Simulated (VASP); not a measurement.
# SiC (F-43m) in VASP: a series of runs

SiC is run at these levels: PBEsol, PBE; tasks: single point, relaxation of cell and atoms.

All numbers are computed with VASP 6.6.1; they aren't measurements. Logs are shortened: lines on timing, memory, paths and dates and some standing lists are left out, and cuts for length are marked.

### 1 The cell of the first run

Symmetry: F-43m, No. 216, cubic system. The conventional cell has a = 4.470 Å, b = 4.470 Å, c = 4.470 Å, α = 90.00°, β = 90.00°, γ = 90.00°. Si (site symmetry -43m) has 4 C at 1.94 Å within 2.6 Å. Within 2.6 Å of C (site symmetry -43m) lie 4 Si at 1.94 Å.

### 2 Single point, PBEsol (functional PBEsol, strained)

INCAR

```
  ALGO = Normal
  EDIFF = 1E-6
  ENCUT = 520
  GGA = PS
  ISIF = 2
  ISMEAR = 0
  LASPH = T
  LCHARG = F
  LREAL = F
  LWAVE = F
  NBANDS = 11
  NELM = 80
  PREC = Accurate
  SIGMA = 0.02
```

KPOINTS

```
k-points
0
Gamma
  12 12 12
```

POSCAR

```
SiC
1.0
    0.0000000000      2.2352415800      2.2352415800
    2.2352415800      0.0000000000      2.2352415800
    2.2352415800      2.2352415800      0.0000000000
Si C
1 1
Direct
    0.0000000000      0.0000000000      0.0000000000
    0.7500000000      0.7500000000      0.7500000000
```

Potentials or basis: VASP PAW PBE potentials, release 64 (Si, C).

On the command line:

```sh
$ cat potpaw_PBE.64/Si/POTCAR potpaw_PBE.64/C/POTCAR > POTCAR
$ mpirun -np 1 vasp_std > vasp.out
```

OUTCAR:

```text
EDIFF = 1E-6
   ENCUT = 520
   GGA = PS
   ISIF = 2
   ISMEAR = 0
   LASPH = T
   LREAL = F
   NELM = 80
   PREC = Accurate

 ion  position               nearest neighbor table
   1  0.000  0.000  0.000-   2 1.94   2 1.94   2 1.94   2 1.94
   2  0.750  0.750  0.750-   1 1.94   1 1.94   1 1.94   1 1.94

  LATTYP: Found a face centered cubic cell.
 ALAT       =     4.4704831600

  Lattice vectors:

 A1 = (   0.0000000000,   2.2352415800,   2.2352415800)
 A2 = (   2.2352415800,   0.0000000000,   2.2352415800)
 A3 = (   2.2352415800,   2.2352415800,   0.0000000000)

Analysis of symmetry for initial positions (statically):
=====================================================================
 Subroutine PRICEL returns:
 Original cell was already a primitive cell.

 Routine SETGRP: Setting up the symmetry group for a
 face centered cubic supercell.

 Subroutine GETGRP returns: Found 24 space group operations
 (whereof 24 operations were pure point group operations)
 out of a pool of 48 trial point group operations.

The static configuration has the point symmetry T_d .

Analysis of symmetry for dynamics (positions and initial velocities):
=====================================================================
 Subroutine PRICEL returns:
 Original cell was already a primitive cell.

 Routine SETGRP: Setting up the symmetry group for a
 face centered cubic supercell.

 Subroutine GETGRP returns: Found 24 space group operations
 (whereof 24 operations were pure point group operations)
 out of a pool of 48 trial point group operations.

The dynamic configuration has the point symmetry T_d .

 Subroutine INISYM returns: Found 24 space group operations
 (whereof 24 operations are pure point group operations),
 and found     1 'primitive' translations

----------------------------------------------------------------------------------------

                                     Primitive cell

  volume of cell :      22.3359

  direct lattice vectors                    reciprocal lattice vectors
     0.000000000  2.235241580  2.235241580    -0.223689468  0.223689468  0.223689468
     2.235241580  0.000000000  2.235241580     0.223689468 -0.223689468  0.223689468
     2.235241580  2.235241580  0.000000000     0.223689468  0.223689468 -0.223689468

  length of vectors
     3.161108958  3.161108958  3.161108958     0.387441524  0.387441524  0.387441524

  position of ions in fractional coordinates (direct lattice)
     0.000000000  0.000000000  0.000000000
     0.750000000  0.750000000  0.750000000

  ion indices of the primitive-cell ions
   primitive index   ion index
                 1           1
                 2           2

----------------------------------------------------------------------------------------

 KPOINTS: k-points

Automatic generation of k-mesh.
 Grid dimensions read from file:
 generate k-points for:   12   12   12

 Generating k-lattice:

  Cartesian coordinates                     Fractional coordinates (reciprocal lattice)
    -0.018640789  0.018640789  0.018640789     0.083333333  0.000000000  0.000000000
     0.018640789 -0.018640789  0.018640789     0.000000000  0.083333333  0.000000000
     0.018640789  0.018640789 -0.018640789     0.000000000  0.000000000  0.083333333

  Length of vectors
     0.032286794  0.032286794  0.032286794

  Shift w.r.t. Gamma in fractional coordinates (k-lattice)
     0.000000000  0.000000000  0.000000000

 Subroutine IBZKPT returns following result:
 ===========================================

 Found     72 irreducible k-points:

 Following reciprocal coordinates:
            Coordinates               Weight
  0.000000  0.000000  0.000000      1.000000
  0.083333  0.000000  0.000000      8.000000
  0.166667  0.000000  0.000000      8.000000
  0.250000  0.000000  0.000000      8.000000
  0.333333  0.000000  0.000000      8.000000
  0.416667  0.000000  0.000000      8.000000
[... 16 lines left out ...]
  0.500000  0.166667  0.000000     24.000000
 -0.416667  0.166667  0.000000     24.000000
 [... further k-points ...]
   k-points           NKPTS =     72   k-points in BZ     NKDIM =     72   number of bands    NBANDS=     11
   number of dos      NEDOS =    301   number of ions     NIONS =      2
   total plane-waves  NPLWV =  13824
   dimension x,y,z NGX =    24 NGY =   24 NGZ =   24
   dimension x,y,z NGXF=    48 NGYF=   48 NGZF=   48
   ions per type =               1   1
   NGX,Y,Z   is equivalent  to a cutoff of  12.62, 12.62, 12.62 a.u.
   NGXF,Y,Z  is equivalent  to a cutoff of  25.24, 25.24, 25.24 a.u.
 SYSTEM =  unknown system
   PREC   = accura    normal or accurate (medium, high low for compatibility)
   ISTART =      0    job   : 0-new  1-cont  2-samecut
   ICHARG =      2    charge: 1-file 2-atom 10-const
   ISPIN  =      1    spin polarized calculation?
   LNONCOLLINEAR =      F non collinear calculations
   LSORBIT =      F    spin-orbit coupling
   LASPH  =      T    aspherical Exc in radial PAW
   ENCUT  =  520.0 eV  38.22 Ry    6.18 a.u.   5.88  5.88  5.88*2*pi/ulx,y,z
   NELM   =     80;   NELMIN=  2; NELMDL= -5     # of ELM steps
   EDIFF  = 0.1E-05   stopping-criterion for ELM
   LREAL  =      F    real-space projection
   EDIFFG = 0.1E-04   stopping-criterion for IOM
   NSW    =      0    number of steps for IOM
   IBRION =     -1    ionic relax: 0-MD 1-quasi-New 2-CG
   NFREE  =      0    steps in history (QN), initial steepest desc. (CG)
   ISIF   =      2    stress and relaxation
   ISYM   =      2    0-nonsym 1-usesym 2-fastsym
   POTIM  = 0.5000    time-step for ionic-motion
   TEBEG  =    0.0;   TEEND  =   0.0 temperature during run
   PSTRESS=    0.0 pullay stress
   NELECT =       8.0000    total number of electrons
   NUPDOWN=      -1.0000    fix difference up-down
   EMIN   =  10.00;   EMAX   =-10.00  energy-range for DOS
   EFERMI =   0.00;   METHOD = LEGACY
   ISMEAR =     0;   SIGMA  =   0.02  broadening in eV -4-tet -1-fermi 0-gaus
   EFERMI_NEDOS =   21; number of points for ismear=-14 and -15
   IALGO  =     38    algorithm
   IMIX   =      4    mixing-type and parameters
     AMIX     =   0.40;   BMIX     =  1.00
     AMIX_MAG =   1.60;   BMIX_MAG =  1.00
  volume/ion in A,a.u.               =      11.17        75.37
  Fermi-wavevector in a.u.,A,eV,Ry     =   1.162618  2.197029 18.390730  1.351681
  Thomas-Fermi vector in A             =   2.299177
   LORBIT       =      0    0 simple, 1 ext, 2 COOP (PROOUT), +10 PAW based schemes
   GGA     = PS    functional components
   LHFCALC =     F    Hartree Fock is set to
   AEXX    =    0.0000 exact exchange contribution
   IVDW    =     0    specifies the selected vdW correction
   LEPSILON=     F    determine dielectric tensor
   LRPA    =     F    only Hartree local field effects (RPA)
 non-spin polarized calculation
 Gauss-broadening in eV      SIGMA  =   0.02
  energy-cutoff  :      520.00
  volume of cell :       22.34
 maximum number of plane-waves:       620
   NGX = 11   NGY = 11   NGZ = 11

 number of electron       8.0000000 magnetization

 Free energy of the ion-electron system (eV)
  ---------------------------------------------------
  ext. energy  EPLUGINS =         0.00000000
  ---------------------------------------------------
  free energy    TOTEN  =       -15.83755914 eV

  energy without entropy =      -15.83755914  energy(sigma->0) =      -15.83755914

 E-fermi :   7.3073     XC(G=0): -11.1789

 val. band max:        7.2202438059   @ k =   0.0000   0.0000   0.0000
 cond. band min:       8.5193631902   @ k =   0.5000   0.5000   0.0000
 fundamental gap:      1.2991193843
 Fermi energy:         7.3073427200

 k-point     1 :       0.0000    0.0000    0.0000
  band No.  band energies     occupation
      1      -7.6147      2.00000
      2       7.2202      2.00000
      3       7.2202      2.00000
      4       7.2202      2.00000
      5      12.5267      0.00000
      6      13.9573      0.00000
      7      13.9573      0.00000
      8      13.9573      0.00000
      9      21.2402      0.00000
     10      21.2402      0.00000
     11      22.3348      0.00000

 k-point     2 :       0.0833    0.0000    0.0000
  band No.  band energies     occupation
      1      -7.4864      2.00000
      2       6.4906      2.00000
      3       7.1261      2.00000
      4       7.1261      2.00000
      5      12.8253      0.00000
      6      14.0594      0.00000
      7      14.1257      0.00000
      8      14.1257      0.00000
      9      20.5201      0.00000
     10      20.5201      0.00000
     11      22.5899      0.00000

 k-point     3 :       0.1667    0.0000    0.0000
  band No.  band energies     occupation
      1      -7.1055      2.00000
      2       4.8831      2.00000
      3       6.8938      2.00000
      4       6.8938      2.00000
      5      12.8115      0.00000
      6      14.4649      0.00000
      7      14.4649      0.00000
      8      14.8342      0.00000
      9      19.7588      0.00000
     10      19.7588      0.00000
     11      22.0720      0.00000

 k-point     4 :       0.2500    0.0000    0.0000
  band No.  band energies     occupation
      1      -6.4870      2.00000
      2       3.0352      2.00000
      3       6.6217      2.00000
      4       6.6217      2.00000
      5      12.4806      0.00000
      6      14.5962      0.00000
      7      14.5962      0.00000
      8      15.8377      0.00000
      9      19.8471      0.00000
     10      19.8471      0.00000
     11      21.5087      0.00000
[... 239 lines left out ...]
 k-point    22 :       0.4167    0.1667    0.0000
  band No.  band energies     occupation
      1      -4.9519      2.00000
      2       0.9663      2.00000
      3       4.9383      2.00000
      4       5.4481      2.00000
      5      11.6711      0.00000
      6      14.5019      0.00000
      7      15.9674      0.00000
      8      16.0177      0.00000
      9      19.9339      0.00000
     10      23.7119      0.00000
     11      24.1319      0.00000

 k-point    23 :       0.5000    0.1667    0.0000
  band No.  band energies     occupation
      1      -4.1407      2.00000
      2      -0.2680      2.00000
      3       4.5011      2.00000
      4       5.5219      2.00000
      5      11.7270      0.00000
      6      14.3935      0.00000
      7      15.5851      0.00000
      8      17.1171      0.00000
      9      20.4159      0.00000
     10      23.6729      0.00000
     11      24.3946      0.00000

 k-point    24 :      -0.4167    0.1667    0.0000
  band No.  band energies     occupation
      1      -3.9779      2.00000
      2      -0.4866      2.00000
      3       4.2069      2.00000
      4       5.7474      2.00000
      5      12.0074      0.00000
      6      14.3005      0.00000
      7      15.2911      0.00000
      8      17.6229      0.00000
      9      21.0665      0.00000
     10      21.9002      0.00000
     11      24.3804      0.00000

 [... further k-points ...]
[... 5 lines left out ...]
  --------------------------------------------------------------------------------------
  -------------------------------------------------------------------------------------
  Total       -2.0106414     -2.0106414     -2.0106414      0.0000000      0.0000000     -0.0000000
  in kB     -144.2254164   -144.2254164   -144.2254164      0.0000000      0.0000000     -0.0000000
  external PRESSURE =    -144.2254164 kB  Pullay stress =       0.0000000 kB

 VOLUME and BASIS-vectors are now :
 -----------------------------------------------------------------------------
  energy-cutoff  :      520.00
  volume of cell :       22.34
      direct lattice vectors                 reciprocal lattice vectors
     0.000000000  2.235241580  2.235241580    -0.223689468  0.223689468  0.223689468
     2.235241580  0.000000000  2.235241580     0.223689468 -0.223689468  0.223689468
     2.235241580  2.235241580  0.000000000     0.223689468  0.223689468 -0.223689468

 POSITION                                       TOTAL-FORCE (eV/Angst)
 -----------------------------------------------------------------------------------
      0.00000      0.00000      0.00000        -0.000000     -0.000000     -0.000000
      3.35286      3.35286      3.35286         0.000000      0.000000      0.000000
 -----------------------------------------------------------------------------------
    total drift:                               -0.000000     -0.000000     -0.000000

  FREE ENERGIE OF THE ION-ELECTRON SYSTEM (eV)
  ---------------------------------------------------
  free  energy   TOTEN  =       -15.8375591365 eV

  energy  without entropy=      -15.8375591365  energy(sigma->0) =      -15.83755914
```

Wall time 5.4 s (1 thread of Intel Xeon 6975P-C (Granite Rapids), shared host); peak memory 0.14 GiB.

Results:

```
Free energy            : -15.8376 eV
Pressure               : -14.4 GPa
Band gap on the k mesh : 1.30 eV, indirect (least direct gap 4.36 eV)
```

Caveat: the cell differs from its parent crystal (functional PBEsol, strained); the PAW data sets were made with another functional, which shifts forces and pressure a little.

### 3 Single point, PBE (volume scaled by 0.98)

INCAR

```
SYSTEM = SiC
PREC = Accurate
ENCUT = 520
EDIFF = 1E-6
ISMEAR = 0
SIGMA = 0.01
LREAL = .FALSE.
LASPH = .TRUE.
NELM = 100
ALGO = Normal
ISIF = 2
LWAVE = .FALSE.
LCHARG = .FALSE.
GGA = PE
NBANDS = 11
```

KPOINTS

```
regular mesh
0
G
  12 12 12
  0 0 0
```

POSCAR

```
SiC
1.0
    0.0000000000      2.1751665816      2.1751665816
    2.1751665816      0.0000000000      2.1751665816
    2.1751665816      2.1751665816      0.0000000000
Si C
1 1
Direct
    0.0000000000      0.0000000000      0.0000000000
    0.7500000000      0.7500000000      0.7500000000
```

Potentials or basis: VASP PAW PBE potentials, release 64 (Si, C).

On the command line:

```sh
$ cat potpaw_PBE.64/Si/POTCAR potpaw_PBE.64/C/POTCAR > POTCAR
$ mpirun -np 1 vasp_std > vasp.out
```

It took 8.8 s on 1 thread of Intel Xeon 6975P-C, shared host; peak memory 0.14 GiB.

The run converged. Its results:

| Quantity | Value |
| --- | --- |
| Free energy | -15.0552 eV |
| Pressure | 4.4 GPa |
| Band gap on the k mesh | 1.35 eV, indirect (least direct gap 4.55 eV) |

Levels at points of the mesh, in eV from the valence-band top:
```tsv
k point	band 2	band 3	band 4	band 5	band 6	band 7
(0.00, 0.00, 0.00)	0.00	0.00	0.00	6.30	7.34	7.34
(0.50, 0.00, 0.00)	-8.56	-1.05	-1.05	5.48	7.25	7.25
(0.50, 0.50, 0.00)	-7.81	-3.20	-3.20	1.35	4.34	14.10
```

 A k mesh can miss the band edges.

(Continued in part 2 of 2.)
